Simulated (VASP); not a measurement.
# ZnS (P1) in VASP: single point with r2SCAN

Aim: the single point of ZnS with r2SCAN.

Program: VASP 6.6.1. These are calculated values, not measurements. Logs are shortened: lines on timing, memory, paths and dates and some standing lists are left out, and cuts for length are marked.

### Step 1. The cell of the first run

The typed cell holds 8 atoms: a = 5.390 Å, b = 5.328 Å, c = 5.339 Å, α = 90.86°, β = 89.08°, γ = 92.45°.

### Step 2. Single point, r2SCAN (atoms moved at random and the cell strained at random)

POSCAR reads:

```
ZnS
1.0
    5.3884467093      0.1145499262     -0.0425022352
   -0.1145499262     -5.3268503476      0.0395660568
    0.0425022352      0.0395660568     -5.3389733832
Zn S
4 4
Direct
    0.0012196662      0.4964630418      0.4976193962
    0.5049101907      0.0003977134      0.4956549754
    0.4932422324      0.4920800989      0.0136631351
   -0.0004150531      0.0034535200     -0.0010874718
    0.7461978215      0.7545326077      0.7499736632
    0.2557696975      0.2452819570      0.7530717874
    0.2508437975      0.7555188062      0.2503772824
    0.7482316472      0.2522722550      0.2407272320
```

INCAR.step1 reads:

```
SYSTEM = ZnS
PREC = Accurate
ENCUT = 520
ISMEAR = 0
SIGMA = 0.05
LREAL = .False.
LASPH = .True.
NELM = 80
NBANDS = 46
GGA = PE
ALGO = Normal
EDIFF = 1E-4
LWAVE = .True.
LCHARG = .False.
```

INCAR.step2 reads:

```
SYSTEM = ZnS
PREC = Accurate
ENCUT = 520
EDIFF = 1E-6
ISMEAR = 0
SIGMA = 0.05
LREAL = .False.
LASPH = .True.
NELM = 80
ALGO = Normal
ISIF = 2
LWAVE = .False.
LCHARG = .False.
METAGGA = R2SCAN
LMIXTAU = .True.
NBANDS = 46
ISTART = 1
```

KPOINTS reads:

```
Automatic mesh
0
Gamma
  4 4 4
  0 0 0
```

Potentials or basis: VASP PAW PBE potentials, release 64 (Zn, S).

Started as:

```
$ cat potpaw_PBE.64/Zn/POTCAR potpaw_PBE.64/S/POTCAR > POTCAR
$ cp INCAR.step1 INCAR
$ mpirun -np 1 vasp_std > vasp.out
$ cp INCAR.step2 INCAR
$ mpirun -np 1 vasp_std > vasp.out
```

OUTCAR:

```text
SYSTEM = ZnS
   PREC = Accurate
   ENCUT = 520
   EDIFF = 1E-6
   ISMEAR = 0
   LREAL = .False.
   LASPH = .True.
   NELM = 80
   ISIF = 2
   METAGGA = R2SCAN
   ISTART = 1

 ion  position               nearest neighbor table
   1  0.001  0.496  0.498-   8 2.30   7 2.30   5 2.38   6 2.41
   2  0.505  0.000  0.496-   7 2.27   8 2.28   6 2.33   5 2.35
   3  0.493  0.492  0.014-   6 2.27   8 2.29   7 2.31   5 2.37
   4  1.000  0.003  0.999-   6 2.27   5 2.29   8 2.30   7 2.38
   5  0.746  0.755  0.750-   4 2.29   2 2.35   3 2.37   1 2.38
   6  0.256  0.245  0.753-   4 2.27   3 2.27   2 2.33   1 2.41
   7  0.251  0.756  0.250-   2 2.27   1 2.30   3 2.31   4 2.38
   8  0.748  0.252  0.241-   2 2.28   3 2.29   1 2.30   4 2.30

  LATTYP: Found a triclinic cell.
 ALAT       =     5.3898317288
 B/A-ratio  =     1.3757367629
 C/A-ratio  =     0.9906226067
 COS(alpha) =     0.0008486423
 COS(beta)  =     0.0160008930
 COS(gamma) =     0.6961287999

  Lattice vectors:

 A1 = (   5.3884467093,   0.1145499262,  -0.0425022352)
 A2 = (   5.2738967831,  -5.2123004214,  -0.0029361784)
 A3 = (   0.0425022352,   0.0395660568,  -5.3389733832)

Analysis of symmetry for initial positions (statically):
=====================================================================
 Subroutine PRICEL returns:
 Original cell was already a primitive cell.

 Routine SETGRP: Setting up the symmetry group for a
 triclinic supercell.

 Subroutine GETGRP returns: Found  1 space group operations
 (whereof  1 operations were pure point group operations)
 out of a pool of  2 trial point group operations.

The static configuration has the point symmetry C_1 .

Analysis of symmetry for dynamics (positions and initial velocities):
=====================================================================
 Subroutine PRICEL returns:
 Original cell was already a primitive cell.

 Routine SETGRP: Setting up the symmetry group for a
 triclinic supercell.

 Subroutine GETGRP returns: Found  1 space group operations
 (whereof  1 operations were pure point group operations)
 out of a pool of  2 trial point group operations.

The dynamic configuration has the point symmetry C_1 .

 Subroutine INISYM returns: Found  1 space group operations
 (whereof  1 operations are pure point group operations),
 and found     1 'primitive' translations

----------------------------------------------------------------------------------------

                                     Primitive cell

  volume of cell :     153.1592
[... 107 lines left out ...]
   ISIF   =      2    stress and relaxation
   ISYM   =      2    0-nonsym 1-usesym 2-fastsym
   POTIM  = 0.5000    time-step for ionic-motion
   TEBEG  =    0.0;   TEEND  =   0.0 temperature during run
   PSTRESS=    0.0 pullay stress
   NELECT =      72.0000    total number of electrons
   NUPDOWN=      -1.0000    fix difference up-down
   EMIN   =  10.00;   EMAX   =-10.00  energy-range for DOS
   EFERMI =   0.00;   METHOD = LEGACY
   ISMEAR =     0;   SIGMA  =   0.05  broadening in eV -4-tet -1-fermi 0-gaus
   EFERMI_NEDOS =   21; number of points for ismear=-14 and -15
   IALGO  =     38    algorithm
   IMIX   =      4    mixing-type and parameters
     AMIX     =   0.40;   BMIX     =  1.00
     AMIX_MAG =   1.60;   BMIX_MAG =  1.00
  volume/ion in A,a.u.               =      19.14       129.20
  Fermi-wavevector in a.u.,A,eV,Ry     =   1.272930  2.405489 22.046220  1.620351
  Thomas-Fermi vector in A             =   2.405782
   LORBIT       =      0    0 simple, 1 ext, 2 COOP (PROOUT), +10 PAW based schemes
   METAGGA = R2SCAN    functional components
   LHFCALC =     F    Hartree Fock is set to
   AEXX    =    0.0000 exact exchange contribution
   IVDW    =     0    specifies the selected vdW correction
   LEPSILON=     F    determine dielectric tensor
   LRPA    =     F    only Hartree local field effects (RPA)
 non-spin polarized calculation
 Gauss-broadening in eV      SIGMA  =   0.05
  energy-cutoff  :      520.00
  volume of cell :      153.16
 maximum number of plane-waves:      4151
   NGX = 21   NGY = 19   NGZ = 19

 number of electron      72.0000015 magnetization

 Free energy of the ion-electron system (eV)
  ---------------------------------------------------
  ext. energy  EPLUGINS =         0.00000000
  ---------------------------------------------------
  free energy    TOTEN  =       -75.30891627 eV

  energy without entropy =      -75.30891627  energy(sigma->0) =      -75.30891627

 E-fermi :   2.4805     XC(G=0): -10.4363

 val. band max:        2.2211227090   @ k =   0.0000   0.0000   0.0000
 cond. band min:       4.8782953503   @ k =   0.0000   0.0000   0.0000
 fundamental gap:      2.6571726413
 Fermi energy:         2.4805339788

 k-point     1 :       0.0000    0.0000    0.0000
  band No.  band energies     occupation
      1     -11.7980      2.00000
      2     -10.5652      2.00000
      3     -10.4523      2.00000
      4     -10.2804      2.00000
      5      -4.5828      2.00000
      6      -4.5709      2.00000
[... 1165 lines left out ...]
     45       9.7081      0.00000
     46       9.9107      0.00000

 [... further k-points ...]

------------------------ aborting loop because EDIFF is reached ----------------------------------------

  FORCE on cell =-STRESS in cart. coord.  units (eV):
  Direction    XX          YY          ZZ          XY          YZ          ZX
  --------------------------------------------------------------------------------------
  -------------------------------------------------------------------------------------
  Total        1.7690306      2.1672042      2.0160720     -2.7714601      1.1208513      0.5877478
  in kB       18.5055828     22.6708221     21.0898491    -28.9918586     11.7250697      6.1483481
  external PRESSURE =      20.7554180 kB  Pullay stress =       0.0000000 kB

 VOLUME and BASIS-vectors are now :
 -----------------------------------------------------------------------------
  energy-cutoff  :      520.00
  volume of cell :      153.16
      direct lattice vectors                 reciprocal lattice vectors
     5.388446709  0.114549926 -0.042502235     0.185678318 -0.003982113  0.001448628
    -0.114549926 -5.326850348  0.039566057     0.003982113 -0.187823931 -0.001360225
     0.042502235  0.039566057 -5.338973383    -0.001448628 -0.001360225 -0.187323539

 POSITION                                       TOTAL-FORCE (eV/Angst)
 -----------------------------------------------------------------------------------
     -0.02915     -2.62476     -2.63719         0.024200     -0.072930     -0.446318
      2.74170      0.07533     -2.66773         0.111762      0.059538     -0.406471
      2.60202     -2.56420     -0.07444         0.187699     -0.462797      0.262452
      5.42827      0.13563     -5.37552         0.030448      0.296644     -0.096915
      3.96629     -3.90413     -4.00595         0.005377      0.407917      0.158644
      1.38211     -1.24749     -4.02180        -0.255542     -0.329587      0.579913
      1.27576     -3.98590     -1.31753        -0.304447      0.124226      0.208931
      4.01314     -1.24858     -1.30706         0.200502     -0.023010     -0.260236
 -----------------------------------------------------------------------------------
    total drift:                                0.020854     -0.021211      0.037771

  FREE ENERGIE OF THE ION-ELECTRON SYSTEM (eV)
  ---------------------------------------------------
  free  energy   TOTEN  =       -75.3089162670 eV

  energy  without entropy=      -75.3089162670  energy(sigma->0) =      -75.30891627
```

OSZICAR.step1:

```text
N       E                     dE             d eps       ncg     rms          rms(c)
DAV:   1     0.596992776262E+03    0.59699E+03   -0.33346E+04  3312   0.191E+03
DAV:   2     0.531041926719E+02   -0.54389E+03   -0.52268E+03  3320   0.439E+02
DAV:   3    -0.250382569029E+02   -0.78142E+02   -0.76995E+02  3628   0.154E+02
DAV:   4    -0.288488221883E+02   -0.38106E+01   -0.37945E+01  4034   0.341E+01
DAV:   5    -0.289105895624E+02   -0.61767E-01   -0.61739E-01  3896   0.443E+00    0.148E+01
DAV:   6    -0.271366484030E+02    0.17739E+01   -0.37076E+00  4976   0.425E+01    0.113E+01
DAV:   7    -0.272040308494E+02   -0.67382E-01   -0.41079E+00  3660   0.801E+00    0.506E+00
DAV:   8    -0.271646505562E+02    0.39380E-01   -0.23250E-01  4200   0.516E+00    0.188E+00
DAV:   9    -0.271664851433E+02   -0.18346E-02   -0.49618E-02  4276   0.325E+00    0.421E-01
DAV:  10    -0.271668420279E+02   -0.35688E-03   -0.47112E-03  3898   0.123E+00    0.238E-01
DAV:  11    -0.271671887865E+02   -0.34676E-03   -0.81848E-04  3724   0.258E-01    0.889E-02
DAV:  12    -0.271673584778E+02   -0.16969E-03   -0.26473E-04  2716   0.152E-01    0.515E-02
DAV:  13    -0.271673564552E+02    0.20226E-05   -0.26603E-05  2052   0.682E-02
   1 F= -.27167356E+02 E0= -.27167356E+02  d E =-.966598E-15
```

Run time: 11 min. Hardware: 1 thread of Oxide Virtual Turin-like, shared host; peak memory 0.34 GiB.

What came out:

| Item | Value |
| --- | --- |
| Free energy | -75.3089 eV |
| Pressure | 2.1 GPa |
| Largest force | 0.714 eV/Å |
| Band gap on the k mesh | 2.66 eV |

Forces in eV/Å, atoms in the order of the input:
```
Zn   0.024 -0.073 -0.446
Zn   0.112  0.060 -0.406
Zn   0.188 -0.463  0.262
Zn   0.030  0.297 -0.097
S    0.005  0.408  0.159
S   -0.256 -0.330  0.580
S   -0.304  0.124  0.209
S    0.201 -0.023 -0.260
```

Levels at points of the mesh, in eV from the valence-band top:
```
           k point  band 33  band 34  band 35  band 36  band 37  band 38  band 39  band 40
(0.00, 0.00, 0.00)    -2.26    -0.23    -0.07     0.00     2.66     3.36     3.46     3.71
(0.50, 0.00, 0.00)    -1.49    -1.41    -1.38    -1.29     4.72     4.79     5.06     5.08
(0.00, 0.50, 0.00)    -1.59    -1.47    -1.43    -1.27     4.64     4.75     5.02     5.12
(0.50, 0.50, 0.00)    -1.31    -1.10    -1.01    -0.88     5.00     5.13     5.53     5.63
(0.00, 0.00, 0.50)    -1.71    -1.50    -1.34    -1.16     4.52     4.69     5.12     5.30
(0.50, 0.00, 0.50)    -1.22    -1.14    -1.07    -0.95     5.08     5.23     5.33     5.50
(0.00, 0.50, 0.50)    -1.13    -1.07    -1.02    -0.92     5.21     5.30     5.41     5.51
(0.50, 0.50, 0.50)    -1.01    -0.97    -0.88    -0.81     3.56     3.63     3.81     4.06
```

Caveat: the cell differs from its parent crystal (atoms moved at random and the cell strained at random); the PAW data sets were made with another functional, which shifts forces and pressure a little.
